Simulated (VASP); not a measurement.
# ZnS2 (Pa-3) in VASP: single point with PBEsol

Aim: the single point of ZnS2 with PBEsol.

Program: VASP 6.6.1. These are calculated values, not measurements. Logs are shortened: lines on timing, memory, paths and dates and some standing lists are left out, and cuts for length are marked.

## 1. The cell of the first run

It takes space group Pa-3 (No. 205, cubic). Conventional cell: a = 5.888 Å, b = 5.888 Å, c = 5.888 Å, α = 90.00°, β = 90.00°, γ = 90.00°. Zn (site symmetry -3) has 6 S at 2.49 Å within 3.3 Å. Within 2.7 Å of S (site symmetry 3) lie 1 S at 2.08 Å and 3 Zn at 2.49 Å.

## 2. Single point, PBEsol

File INCAR:

```
PREC     = Accurate       # precision mode
ENCUT    = 520            # plane-wave cutoff, eV
EDIFF    = 1E-7           # SCF threshold, eV
ISMEAR   = 0              # smearing method
SIGMA    = 0.02           # smearing width, eV
LREAL    = False          # projectors in reciprocal space
LASPH    = True           # aspherical terms in the spheres
NELM     = 60             # most SCF steps
ALGO     = Normal         # electronic algorithm
ISIF     = 2              # what is computed and relaxed
LWAVE    = False          # write WAVECAR
LCHARG   = True           # write CHGCAR
GGA      = PS             # functional
LELF     = True           # ELF
LVHAR    = True         
NBANDS   = 60             # bands
```

File KPOINTS:

```
Automatic mesh
0
Gamma
  6 6 6
```

File POSCAR:

```
ZnS2
1.0
    5.8882712479      0.0000000000      0.0000000000
    0.0000000000      5.8882712479      0.0000000000
    0.0000000000      0.0000000000      5.8882712479
Zn S
4 8
Direct
    0.5000000000      0.5000000000      0.0000000000
    0.5000000000      0.0000000000      0.5000000000
    0.0000000000      0.5000000000      0.5000000000
    0.0000000000      0.0000000000      0.0000000000
    0.1017467740      0.8982532260      0.3982532260
    0.8982532260      0.3982532260      0.1017467740
    0.3982532260      0.1017467740      0.8982532260
    0.6017467740      0.6017467740      0.6017467740
    0.8982532260      0.1017467740      0.6017467740
    0.1017467740      0.6017467740      0.8982532260
    0.6017467740      0.8982532260      0.1017467740
    0.3982532260      0.3982532260      0.3982532260
```

Potentials or basis: VASP PAW PBE potentials, release 64 (Zn, S).

Launch:

```bash
$ cat potpaw_PBE.64/Zn/POTCAR potpaw_PBE.64/S/POTCAR > POTCAR
$ mpirun -np 1 vasp_std > vasp.out
```

OUTCAR:

```text
PREC = Accurate
   ENCUT = 520
   EDIFF = 1E-7
   ISMEAR = 0
   LREAL = False
   LASPH = True
   NELM = 60
   ISIF = 2
   GGA = PS

 ion  position               nearest neighbor table
   1  0.500  0.500  0.000-   6 2.49   7 2.49  10 2.49  11 2.49   8 2.49  12 2.49
   2  0.500  0.000  0.500-   5 2.49   8 2.49   9 2.49  12 2.49  11 2.49   7 2.49
   3  0.000  0.500  0.500-   5 2.49   8 2.49   9 2.49  12 2.49  10 2.49   6 2.49
   4  0.000  0.000  0.000-   6 2.49   7 2.49  10 2.49  11 2.49   5 2.49   9 2.49
   5  0.102  0.898  0.398-   9 2.08   3 2.49   2 2.49   4 2.49
   6  0.898  0.398  0.102-  10 2.08   4 2.49   1 2.49   3 2.49
   7  0.398  0.102  0.898-  11 2.08   4 2.49   1 2.49   2 2.49
   8  0.602  0.602  0.602-  12 2.08   3 2.49   2 2.49   1 2.49
   9  0.898  0.102  0.602-   5 2.08   3 2.49   2 2.49   4 2.49
  10  0.102  0.602  0.898-   6 2.08   4 2.49   1 2.49   3 2.49
  11  0.602  0.898  0.102-   7 2.08   4 2.49   1 2.49   2 2.49
  12  0.398  0.398  0.398-   8 2.08   3 2.49   2 2.49   1 2.49

  LATTYP: Found a simple cubic cell.
 ALAT       =     5.8882712479

  Lattice vectors:

 A1 = (   5.8882712479,   0.0000000000,   0.0000000000)
 A2 = (   0.0000000000,   5.8882712479,   0.0000000000)
 A3 = (   0.0000000000,   0.0000000000,   5.8882712479)

Analysis of symmetry for initial positions (statically):
=====================================================================
 Subroutine PRICEL returns:
 Original cell was already a primitive cell.

 Routine SETGRP: Setting up the symmetry group for a
 simple cubic supercell.

 Subroutine GETGRP returns: Found 24 space group operations
 (whereof  6 operations were pure point group operations)
 out of a pool of 48 trial point group operations.

The static configuration has the point symmetry S_6 .
 The point group associated with its full space group is T_h .

Analysis of symmetry for dynamics (positions and initial velocities):
=====================================================================
 Subroutine PRICEL returns:
 Original cell was already a primitive cell.

 Routine SETGRP: Setting up the symmetry group for a
 simple cubic supercell.

 Subroutine GETGRP returns: Found 24 space group operations
 (whereof  6 operations were pure point group operations)
 out of a pool of 48 trial point group operations.

The dynamic configuration has the point symmetry S_6 .
 The point group associated with its full space group is T_h .

 Subroutine INISYM returns: Found 24 space group operations
 (whereof  6 operations are pure point group operations),
 and found     1 'primitive' translations

----------------------------------------------------------------------------------------

                                     Primitive cell

  volume of cell :     204.1566

  direct lattice vectors                    reciprocal lattice vectors
     5.888271248  0.000000000  0.000000000     0.169829133  0.000000000  0.000000000
     0.000000000  5.888271248  0.000000000     0.000000000  0.169829133  0.000000000
     0.000000000  0.000000000  5.888271248     0.000000000  0.000000000  0.169829133

  length of vectors
     5.888271248  5.888271248  5.888271248     0.169829133  0.169829133  0.169829133

  position of ions in fractional coordinates (direct lattice)
     0.500000000  0.500000000  0.000000000
     0.500000000  0.000000000  0.500000000
     0.000000000  0.500000000  0.500000000
     0.000000000  0.000000000  0.000000000
     0.101746774  0.898253226  0.398253226
     0.898253226  0.398253226  0.101746774
     0.398253226  0.101746774  0.898253226
     0.601746774  0.601746774  0.601746774
     0.898253226  0.101746774  0.601746774
     0.101746774  0.601746774  0.898253226
     0.601746774  0.898253226  0.101746774
     0.398253226  0.398253226  0.398253226

  ion indices of the primitive-cell ions
   primitive index   ion index
                 1           1
                 2           2
                 3           3
                 4           4
                 5           5
                 6           6
                 7           7
                 8           8
                 9           9
                10          10
                11          11
                12          12

----------------------------------------------------------------------------------------

 KPOINTS: Automatic mesh

Automatic generation of k-mesh.
 Grid dimensions read from file:
 generate k-points for:    6    6    6

 Generating k-lattice:

  Cartesian coordinates                     Fractional coordinates (reciprocal lattice)
     0.028304855  0.000000000  0.000000000     0.166666667  0.000000000  0.000000000
     0.000000000  0.028304855  0.000000000     0.000000000  0.166666667  0.000000000
     0.000000000  0.000000000  0.028304855     0.000000000  0.000000000  0.166666667

  Length of vectors
     0.028304855  0.028304855  0.028304855

  Shift w.r.t. Gamma in fractional coordinates (k-lattice)
     0.000000000  0.000000000  0.000000000

 Subroutine IBZKPT returns following result:
 ===========================================

 Found     24 irreducible k-points:

 Following reciprocal coordinates:
            Coordinates               Weight
  0.000000  0.000000  0.000000      1.000000
  0.166667  0.000000  0.000000      6.000000
  0.333333  0.000000  0.000000      6.000000
  0.500000  0.000000  0.000000      3.000000
  0.166667  0.166667  0.000000     12.000000
  0.333333  0.166667  0.000000     12.000000
[... 16 lines left out ...]
  0.500000  0.500000  0.333333      6.000000
  0.500000  0.500000  0.500000      1.000000
   k-points           NKPTS =     24   k-points in BZ     NKDIM =     24   number of bands    NBANDS=     60
   number of dos      NEDOS =    301   number of ions     NIONS =     12
   total plane-waves  NPLWV = 110592
   dimension x,y,z NGX =    48 NGY =   48 NGZ =   48
   dimension x,y,z NGXF=    96 NGYF=   96 NGZF=   96
   ions per type =               4   8
   NGX,Y,Z   is equivalent  to a cutoff of  13.55, 13.55, 13.55 a.u.
   NGXF,Y,Z  is equivalent  to a cutoff of  27.10, 27.10, 27.10 a.u.
 SYSTEM =  unknown system
   PREC   = accura    normal or accurate (medium, high low for compatibility)
   ISTART =      0    job   : 0-new  1-cont  2-samecut
   ICHARG =      2    charge: 1-file 2-atom 10-const
   ISPIN  =      1    spin polarized calculation?
   LNONCOLLINEAR =      F non collinear calculations
   LSORBIT =      F    spin-orbit coupling
   LASPH  =      T    aspherical Exc in radial PAW
   ENCUT  =  520.0 eV  38.22 Ry    6.18 a.u.  10.95 10.95 10.95*2*pi/ulx,y,z
   NELM   =     60;   NELMIN=  2; NELMDL= -5     # of ELM steps
   EDIFF  = 0.1E-06   stopping-criterion for ELM
   LREAL  =      F    real-space projection
   EDIFFG = 0.1E-05   stopping-criterion for IOM
   NSW    =      0    number of steps for IOM
   IBRION =     -1    ionic relax: 0-MD 1-quasi-New 2-CG
   NFREE  =      0    steps in history (QN), initial steepest desc. (CG)
   ISIF   =      2    stress and relaxation
   ISYM   =      2    0-nonsym 1-usesym 2-fastsym
   POTIM  = 0.5000    time-step for ionic-motion
   TEBEG  =    0.0;   TEEND  =   0.0 temperature during run
   PSTRESS=    0.0 pullay stress
   NELECT =      96.0000    total number of electrons
   NUPDOWN=      -1.0000    fix difference up-down
   EMIN   =  10.00;   EMAX   =-10.00  energy-range for DOS
   EFERMI =   0.00;   METHOD = LEGACY
   ISMEAR =     0;   SIGMA  =   0.02  broadening in eV -4-tet -1-fermi 0-gaus
   EFERMI_NEDOS =   21; number of points for ismear=-14 and -15
   IALGO  =     38    algorithm
   IMIX   =      4    mixing-type and parameters
     AMIX     =   0.40;   BMIX     =  1.00
     AMIX_MAG =   1.60;   BMIX_MAG =  1.00
  volume/ion in A,a.u.               =      17.01       114.81
  Fermi-wavevector in a.u.,A,eV,Ry     =   1.273046  2.405708 22.050230  1.620646
  Thomas-Fermi vector in A             =   2.405891
   LORBIT       =      0    0 simple, 1 ext, 2 COOP (PROOUT), +10 PAW based schemes
   GGA     = PS    functional components
   LHFCALC =     F    Hartree Fock is set to
   AEXX    =    0.0000 exact exchange contribution
   IVDW    =     0    specifies the selected vdW correction
   LEPSILON=     F    determine dielectric tensor
   LRPA    =     F    only Hartree local field effects (RPA)
 non-spin polarized calculation
 Gauss-broadening in eV      SIGMA  =   0.02
  energy-cutoff  :      520.00
  volume of cell :      204.16
 maximum number of plane-waves:      5534
 NGX is ok and might be reduce to    48
   NGX = 21   NGY = 21   NGZ = 21

 number of electron      95.9999972 magnetization

 Free energy of the ion-electron system (eV)
  ---------------------------------------------------
  ext. energy  EPLUGINS =         0.00000000
  ---------------------------------------------------
  free energy    TOTEN  =       -46.58893854 eV

  energy without entropy =      -46.58893854  energy(sigma->0) =      -46.58893854

 E-fermi :   5.2772     XC(G=0): -10.7244

 val. band max:        5.1789019757   @ k =   0.0000   0.0000   0.0000
 cond. band min:       6.6159056682   @ k =   0.1667   0.1667   0.1667
 fundamental gap:      1.4370036926
 Fermi energy:         5.2772017427

 k-point     1 :       0.0000    0.0000    0.0000
  band No.  band energies     occupation
      1     -11.1700      2.00000
      2     -10.0130      2.00000
      3     -10.0130      2.00000
      4     -10.0130      2.00000
      5      -6.6321      2.00000
      6      -6.6321      2.00000
[... 52 lines left out ...]
     59      10.2740      0.00000
     60      11.5432      0.00000

 k-point     2 :       0.1667    0.0000    0.0000
  band No.  band energies     occupation
      1     -11.1047      2.00000
      2     -10.1061      2.00000
      3     -10.0026      2.00000
      4     -10.0023      2.00000
      5      -6.6287      2.00000
      6      -6.6243      2.00000
[... 1383 lines left out ...]
      4     -10.2249      2.00000
      5      -6.8848      2.00000
      6      -6.8848      2.00000
[... 52 lines left out ...]
     59       9.8403      0.00000
     60       9.8403      0.00000

------------------------ aborting loop because EDIFF is reached ----------------------------------------

  FORCE on cell =-STRESS in cart. coord.  units (eV):
  Direction    XX          YY          ZZ          XY          YZ          ZX
  --------------------------------------------------------------------------------------
  -------------------------------------------------------------------------------------
  Total        0.0300197      0.0300197      0.0300197      0.0000000     -0.0000000     -0.0000000
  in kB        0.2355880      0.2355880      0.2355880      0.0000000     -0.0000000     -0.0000000
  external PRESSURE =       0.2355880 kB  Pullay stress =       0.0000000 kB

 VOLUME and BASIS-vectors are now :
 -----------------------------------------------------------------------------
  energy-cutoff  :      520.00
  volume of cell :      204.16
      direct lattice vectors                 reciprocal lattice vectors
     5.888271248  0.000000000  0.000000000     0.169829133  0.000000000  0.000000000
     0.000000000  5.888271248  0.000000000     0.000000000  0.169829133  0.000000000
     0.000000000  0.000000000  5.888271248     0.000000000  0.000000000  0.169829133

 POSITION                                       TOTAL-FORCE (eV/Angst)
 -----------------------------------------------------------------------------------
      2.94414      2.94414      0.00000         0.000000     -0.000000     -0.000000
      2.94414      0.00000      2.94414         0.000000     -0.000000     -0.000000
      0.00000      2.94414      2.94414         0.000000     -0.000000     -0.000000
      0.00000      0.00000      0.00000         0.000000     -0.000000     -0.000000
      0.59911      5.28916      2.34502        -0.049533      0.049533      0.049533
      5.28916      2.34502      0.59911         0.049533      0.049533     -0.049533
      2.34502      0.59911      5.28916         0.049533     -0.049533      0.049533
      3.54325      3.54325      3.54325        -0.049533     -0.049533     -0.049533
      5.28916      0.59911      3.54325         0.049533     -0.049533     -0.049533
      0.59911      3.54325      5.28916        -0.049533     -0.049533      0.049533
      3.54325      5.28916      0.59911        -0.049533      0.049533     -0.049533
      2.34502      2.34502      2.34502         0.049533      0.049533      0.049533
 -----------------------------------------------------------------------------------
    total drift:                               -0.000000     -0.000000     -0.000000

  FREE ENERGIE OF THE ION-ELECTRON SYSTEM (eV)
  ---------------------------------------------------
  free  energy   TOTEN  =       -46.5889385407 eV

  energy  without entropy=      -46.5889385407  energy(sigma->0) =      -46.58893854
```

Run time: 8.3 min. Hardware: 1 thread of Oxide Virtual Turin-like, shared host; peak memory 0.39 GiB.

Results:

```
Free energy            : -46.5889 eV
Pressure               : 0.0 GPa
Largest force          : 0.086 eV/Å
Band gap on the k mesh : 1.44 eV, indirect (least direct gap 1.51 eV)
```

Forces on the atoms (eV/Å):
```
Zn   0.000  0.000  0.000
Zn   0.000  0.000  0.000
Zn   0.000  0.000  0.000
Zn   0.000  0.000  0.000
S   -0.050  0.050  0.050
S    0.050  0.050 -0.050
S    0.050 -0.050  0.050
S   -0.050 -0.050 -0.050
S    0.050 -0.050 -0.050
S   -0.050 -0.050  0.050
S   -0.050  0.050 -0.050
S    0.050  0.050  0.050
```

Levels at points of the mesh, in eV from the valence-band top:
```
           k point  band 46  band 47  band 48  band 49  band 50  band 51
(0.00, 0.00, 0.00)    -0.76     0.00     0.00     1.51     2.45     2.80
(0.50, 0.00, 0.00)    -1.81    -0.23    -0.23     1.85     1.85     1.85
(0.50, 0.50, 0.00)    -1.70    -1.70    -1.70     1.71     1.71     1.71
(0.50, 0.50, 0.50)    -2.48    -2.48    -2.48     1.85     1.85     1.85
```

Caveat: the PAW data sets were made with another functional, which shifts forces and pressure a little. As with any semilocal functional, this PBEsol gap is likely too small.
